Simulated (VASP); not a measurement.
# GaN (P6_3mc) in VASP: further runs

GaN is run at these levels: LDA; tasks: single point.

Program: VASP 6.6.1. These are calculated values, not measurements. Logs are shortened: lines on timing, memory, paths and dates and some standing lists are left out, and cuts for length are marked.

## 1. The cell of the first run

It takes space group P6_3mc (No. 186, hexagonal). The conventional cell has a = 3.070 Å, b = 3.070 Å, c = 4.988 Å, α = 90.00°, β = 90.00°, γ = 120.00°. Ga (site symmetry 3m) has 4 N at 1.87 to 1.88 Å within 2.5 Å. Within 2.5 Å of N (site symmetry 3m) lie 4 Ga at 1.87 to 1.88 Å.

## 2. Single point, LDA

Contents of INCAR:

```
SYSTEM = GaN
PREC     = Accurate       ! precision mode
ENCUT    = 520            ! plane-wave cutoff, eV
EDIFF    = 1E-7           ! SCF threshold, eV
ISMEAR   = 1              ! smearing method
SIGMA    = 0.1            ! smearing width, eV
LREAL    = .False.        ! projectors in reciprocal space
LASPH    = .True.         ! aspherical terms in the spheres
NELM     = 80             ! most SCF steps
ALGO     = Normal         ! electronic algorithm
ISIF     = 2              ! what is computed and relaxed
LWAVE    = .False.        ! write WAVECAR
LCHARG   = .False.        ! write CHGCAR
GGA      = CA             ! functional
NBANDS   = 26             ! bands
```

Contents of KPOINTS:

```
regular mesh
0
Gamma
  12 12 4
  0 0 0
```

Contents of POSCAR:

```
GaN
1.0
    3.0702562430      0.0000000000      0.0000000000
   -1.5351281215      2.6589201111      0.0000000000
    0.0000000000      0.0000000000      4.9877181609
Ga N
2 2
Direct
    0.3333333333      0.6666666667      0.0000000000
    0.6666666667      0.3333333333      0.5000000000
    0.3333333333      0.6666666667      0.3750000000
    0.6666666667      0.3333333333      0.8750000000
```

Potentials or basis: VASP PAW LDA potentials, release 64 (Ga_d, N).

Run with:

```
$ cat potpaw_LDA.64/Ga_d/POTCAR potpaw_LDA.64/N/POTCAR > POTCAR
$ mpirun -np 1 vasp_std > vasp.out
```

OUTCAR:

```text
SYSTEM = GaN
   PREC = Accurate
   ENCUT = 520
   EDIFF = 1E-7
   ISMEAR = 1
   LREAL = .False.
   LASPH = .True.
   NELM = 80
   ISIF = 2
   GGA = CA

 ion  position               nearest neighbor table
   1  0.333  0.667  0.000-   3 1.87   4 1.88   4 1.88   4 1.88
   2  0.667  0.333  0.500-   4 1.87   3 1.88   3 1.88   3 1.88
   3  0.333  0.667  0.375-   1 1.87   2 1.88   2 1.88   2 1.88
   4  0.667  0.333  0.875-   2 1.87   1 1.88   1 1.88   1 1.88

  LATTYP: Found a hexagonal cell.
 ALAT       =     3.0702562430
 C/A-ratio  =     1.6245283019

  Lattice vectors:

 A1 = (   3.0702562430,   0.0000000000,   0.0000000000)
 A2 = (  -1.5351281215,   2.6589201111,   0.0000000000)
 A3 = (   0.0000000000,   0.0000000000,   4.9877181609)

Analysis of symmetry for initial positions (statically):
=====================================================================
 Subroutine PRICEL returns:
 Original cell was already a primitive cell.

 Routine SETGRP: Setting up the symmetry group for a
 hexagonal supercell.

 Subroutine GETGRP returns: Found 12 space group operations
 (whereof  6 operations were pure point group operations)
 out of a pool of 24 trial point group operations.

The static configuration has the point symmetry C_3v.
 The point group associated with its full space group is C_6v.

Analysis of symmetry for dynamics (positions and initial velocities):
=====================================================================
 Subroutine PRICEL returns:
 Original cell was already a primitive cell.

 Routine SETGRP: Setting up the symmetry group for a
 hexagonal supercell.

 Subroutine GETGRP returns: Found 12 space group operations
 (whereof  6 operations were pure point group operations)
 out of a pool of 24 trial point group operations.

The dynamic configuration has the point symmetry C_3v.
 The point group associated with its full space group is C_6v.

 Subroutine INISYM returns: Found 12 space group operations
 (whereof  6 operations are pure point group operations),
 and found     1 'primitive' translations

----------------------------------------------------------------------------------------

                                     Primitive cell

  volume of cell :      40.7176

  direct lattice vectors                    reciprocal lattice vectors
     3.070256243  0.000000000  0.000000000     0.325705713  0.188046267  0.000000000
    -1.535128122  2.658920111  0.000000000     0.000000000  0.376092533  0.000000000
     0.000000000  0.000000000  4.987718161     0.000000000  0.000000000  0.200492483

  length of vectors
     3.070256243  3.070256424  4.987718161     0.376092555  0.376092533  0.200492483

  position of ions in fractional coordinates (direct lattice)
     0.333333333  0.666666667  0.000000000
     0.666666667  0.333333333  0.500000000
     0.333333333  0.666666667  0.375000000
     0.666666667  0.333333333  0.875000000

  ion indices of the primitive-cell ions
   primitive index   ion index
                 1           1
                 2           2
                 3           3
                 4           4

----------------------------------------------------------------------------------------

 KPOINTS: regular mesh

Automatic generation of k-mesh.
 Grid dimensions read from file:
 generate k-points for:   12   12    4

 Generating k-lattice:

  Cartesian coordinates                     Fractional coordinates (reciprocal lattice)
     0.027142143  0.015670522  0.000000000     0.083333333  0.000000000  0.000000000
     0.000000000  0.031341044  0.000000000     0.000000000  0.083333333  0.000000000
     0.000000000  0.000000000  0.050123121     0.000000000  0.000000000  0.250000000

  Length of vectors
     0.031341046  0.031341044  0.050123121

  Shift w.r.t. Gamma in fractional coordinates (k-lattice)
     0.000000000  0.000000000  0.000000000

 Subroutine IBZKPT returns following result:
 ===========================================

 Found     57 irreducible k-points:

 Following reciprocal coordinates:
            Coordinates               Weight
  0.000000  0.000000  0.000000      1.000000
  0.083333 -0.000000  0.000000      6.000000
  0.166667 -0.000000  0.000000      6.000000
  0.250000  0.000000  0.000000      6.000000
  0.333333 -0.000000  0.000000      6.000000
  0.416667  0.000000  0.000000      6.000000
[... 16 lines left out ...]
  0.250000  0.000000  0.250000     12.000000
  0.333333 -0.000000  0.250000     12.000000
 [... further k-points ...]
   k-points           NKPTS =     57   k-points in BZ     NKDIM =     57   number of bands    NBANDS=     26
   number of dos      NEDOS =    301   number of ions     NIONS =      4
   total plane-waves  NPLWV =  23040
   dimension x,y,z NGX =    24 NGY =   24 NGZ =   40
   dimension x,y,z NGXF=    48 NGYF=   48 NGZF=   80
   ions per type =               2   2
   NGX,Y,Z   is equivalent  to a cutoff of  13.00, 13.00, 13.33 a.u.
   NGXF,Y,Z  is equivalent  to a cutoff of  25.99, 25.99, 26.66 a.u.
 SYSTEM =  GaN
   PREC   = accura    normal or accurate (medium, high low for compatibility)
   ISTART =      0    job   : 0-new  1-cont  2-samecut
   ICHARG =      2    charge: 1-file 2-atom 10-const
   ISPIN  =      1    spin polarized calculation?
   LNONCOLLINEAR =      F non collinear calculations
   LSORBIT =      F    spin-orbit coupling
   LASPH  =      T    aspherical Exc in radial PAW
   ENCUT  =  520.0 eV  38.22 Ry    6.18 a.u.   5.71  5.71  9.27*2*pi/ulx,y,z
   NELM   =     80;   NELMIN=  2; NELMDL= -5     # of ELM steps
   EDIFF  = 0.1E-06   stopping-criterion for ELM
   LREAL  =      F    real-space projection
   EDIFFG = 0.1E-05   stopping-criterion for IOM
   NSW    =      0    number of steps for IOM
   IBRION =     -1    ionic relax: 0-MD 1-quasi-New 2-CG
   NFREE  =      0    steps in history (QN), initial steepest desc. (CG)
   ISIF   =      2    stress and relaxation
   ISYM   =      2    0-nonsym 1-usesym 2-fastsym
   POTIM  = 0.5000    time-step for ionic-motion
   TEBEG  =    0.0;   TEEND  =   0.0 temperature during run
   PSTRESS=    0.0 pullay stress
   NELECT =      36.0000    total number of electrons
   NUPDOWN=      -1.0000    fix difference up-down
   EMIN   =  10.00;   EMAX   =-10.00  energy-range for DOS
   EFERMI =   0.00;   METHOD = LEGACY
   ISMEAR =     1;   SIGMA  =   0.10  broadening in eV -4-tet -1-fermi 0-gaus
   EFERMI_NEDOS =   21; number of points for ismear=-14 and -15
   IALGO  =     38    algorithm
   IMIX   =      4    mixing-type and parameters
     AMIX     =   0.40;   BMIX     =  1.00
     AMIX_MAG =   1.60;   BMIX_MAG =  1.00
  volume/ion in A,a.u.               =      10.18        68.69
  Fermi-wavevector in a.u.,A,eV,Ry     =   1.571261  2.969253 33.590904  2.468862
  Thomas-Fermi vector in A             =   2.672872
   LORBIT       =      0    0 simple, 1 ext, 2 COOP (PROOUT), +10 PAW based schemes
   GGA     = CA    functional components
   LHFCALC =     F    Hartree Fock is set to
   AEXX    =    0.0000 exact exchange contribution
   IVDW    =     0    specifies the selected vdW correction
   LEPSILON=     F    determine dielectric tensor
   LRPA    =     F    only Hartree local field effects (RPA)
 non-spin polarized calculation
 Methfessel and Paxton  Order N= 1 SIGMA  =   0.10
  energy-cutoff  :      520.00
  volume of cell :       40.72
 maximum number of plane-waves:      1108
 NGX is ok and might be reduce to    24
   NGX = 11   NGY = 11   NGZ = 19

 number of electron      35.9999984 magnetization

 Free energy of the ion-electron system (eV)
  ---------------------------------------------------
  ext. energy  EPLUGINS =         0.00000000
  ---------------------------------------------------
  free energy    TOTEN  =       -27.67577078 eV

  energy without entropy =      -27.67592580  energy(sigma->0) =      -27.67582245

 E-fermi :   6.4730     XC(G=0): -12.7498

 val. band max:        6.4270245605   @ k =   0.0000   0.0000   0.0000
 cond. band min:       9.1284554405   @ k =   0.0000   0.0000   0.0000
 fundamental gap:      2.7014308800
 Fermi energy:         6.4730006487

 k-point     1 :       0.0000    0.0000    0.0000
  band No.  band energies     occupation
      1     -10.4965      2.00000
      2      -9.2217      2.00000
      3      -7.2949      2.00000
      4      -7.2662      2.00000
      5      -7.2662      2.00000
      6      -7.1777      2.00000
[... 18 lines left out ...]
     25      18.8155      0.00000
     26      18.8155      0.00000

 k-point     2 :       0.0833   -0.0000    0.0000
  band No.  band energies     occupation
      1     -10.4112      2.00000
      2      -9.1971      2.00000
      3      -7.2853      2.00000
      4      -7.2526      2.00000
      5      -7.2489      2.00000
      6      -7.1688      2.00000
[... 18 lines left out ...]
     25      18.4468      0.00000
     26      18.9906      0.00000

 k-point     3 :       0.1667   -0.0000    0.0000
  band No.  band energies     occupation
      1     -10.1744      2.00000
      2      -9.1361      2.00000
      3      -7.2527      2.00000
      4      -7.2196      2.00000
      5      -7.1977      2.00000
      6      -7.1304      2.00000
[... 18 lines left out ...]
     25      18.5045      0.00000
     26      19.3757      0.00000

 k-point     4 :       0.2500    0.0000    0.0000
  band No.  band energies     occupation
      1      -9.8475      2.00000
      2      -9.0679      2.00000
      3      -7.2186      2.00000
      4      -7.1872      2.00000
      5      -7.1279      2.00000
      6      -7.0360      2.00000
[... 18 lines left out ...]
     25      18.3495      0.00000
     26      19.8889      0.00000

 k-point     5 :       0.3333   -0.0000    0.0000
  band No.  band energies     occupation
      1      -9.5319      2.00000
      2      -9.0175      2.00000
      3      -7.2062      2.00000
      4      -7.1713      2.00000
      5      -7.0818      2.00000
      6      -6.9751      2.00000
[... 18 lines left out ...]
     25      18.4886      0.00000
     26      20.5790      0.00000

 k-point     6 :       0.4167    0.0000    0.0000
  band No.  band energies     occupation
      1      -9.3221      2.00000
      2      -8.9924      2.00000
      3      -7.2125      2.00000
      4      -7.1686      2.00000
      5      -7.0541      2.00000
      6      -6.9815      2.00000
[... 427 lines left out ...]
 k-point    21 :       0.0833   -0.0000    0.2500
  band No.  band energies     occupation
      1     -10.1951      2.00000
      2      -9.3066      2.00000
      3      -7.2614      2.00000
      4      -7.2463      2.00000
      5      -7.2278      2.00000
      6      -7.1885      2.00000
[... 18 lines left out ...]
     25      18.0701      0.00000
     26      18.3977      0.00000

 k-point    22 :       0.1667   -0.0000    0.2500
  band No.  band energies     occupation
      1      -9.9770      2.00000
      2      -9.2203      2.00000
      3      -7.2410      2.00000
      4      -7.2088      2.00000
      5      -7.1909      2.00000
      6      -7.1347      2.00000
[... 18 lines left out ...]
     25      17.9143      0.00000
     26      18.8747      0.00000

 k-point    23 :       0.2500    0.0000    0.2500
  band No.  band energies     occupation
      1      -9.6835      2.00000
      2      -9.1208      2.00000
      3      -7.2208      2.00000
      4      -7.1673      2.00000
      5      -7.1547      2.00000
      6      -7.0601      2.00000
[... 18 lines left out ...]
     25      17.9383      0.00000
     26      19.4958      0.00000

 k-point    24 :       0.3333   -0.0000    0.2500
  band No.  band energies     occupation
      1      -9.4110      2.00000
      2      -9.0437      2.00000
      3      -7.2202      2.00000
      4      -7.1405      2.00000
      5      -7.1269      2.00000
      6      -6.9938      2.00000
[... 18 lines left out ...]
     25      17.9816      0.00000
     26      20.1636      0.00000

 [... further k-points ...]
[... 5 lines left out ...]
  --------------------------------------------------------------------------------------
  -------------------------------------------------------------------------------------
  Total        5.1572589      5.1572597      6.0120748      0.0000000     -0.0000000     -0.0000000
  in kB      202.9306749    202.9307067    236.5664431      0.0000000     -0.0000000     -0.0000000
  external PRESSURE =     214.1426082 kB  Pullay stress =       0.0000000 kB

 VOLUME and BASIS-vectors are now :
 -----------------------------------------------------------------------------
  energy-cutoff  :      520.00
  volume of cell :       40.72
      direct lattice vectors                 reciprocal lattice vectors
     3.070256243  0.000000000  0.000000000     0.325705713  0.188046267  0.000000000
    -1.535128122  2.658920111  0.000000000     0.000000000  0.376092533  0.000000000
     0.000000000  0.000000000  4.987718161     0.000000000  0.000000000  0.200492483

 POSITION                                       TOTAL-FORCE (eV/Angst)
 -----------------------------------------------------------------------------------
     -0.00000      1.77261      0.00000        -0.000000     -0.000000     -0.156965
      1.53513      0.88631      2.49386         0.000000      0.000000     -0.156965
     -0.00000      1.77261      1.87039        -0.000000      0.000000      0.156965
      1.53513      0.88631      4.36425         0.000000     -0.000000      0.156965
 -----------------------------------------------------------------------------------
    total drift:                                0.000000      0.000001      0.000322

  FREE ENERGIE OF THE ION-ELECTRON SYSTEM (eV)
  ---------------------------------------------------
  free  energy   TOTEN  =       -27.6757707769 eV

  energy  without entropy=      -27.6759258021  energy(sigma->0) =      -27.67582245
```

Run time: 38 s. Hardware: 1 thread of Intel Xeon 6975P-C, shared host; peak memory 0.17 GiB.

Results:

```yaml
Free_energy: -27.6758 eV
Pressure: 21.4 GPa
Largest_force: 0.157 eV/Å
Band_gap_on_the_k_mesh: 2.70 eV, direct
```

Forces on the atoms (eV/Å):
```
Ga   0.000  0.000 -0.157
Ga   0.000  0.000 -0.157
N    0.000  0.000  0.157
N    0.000  0.000  0.157
```

[end of part 1 of 2]
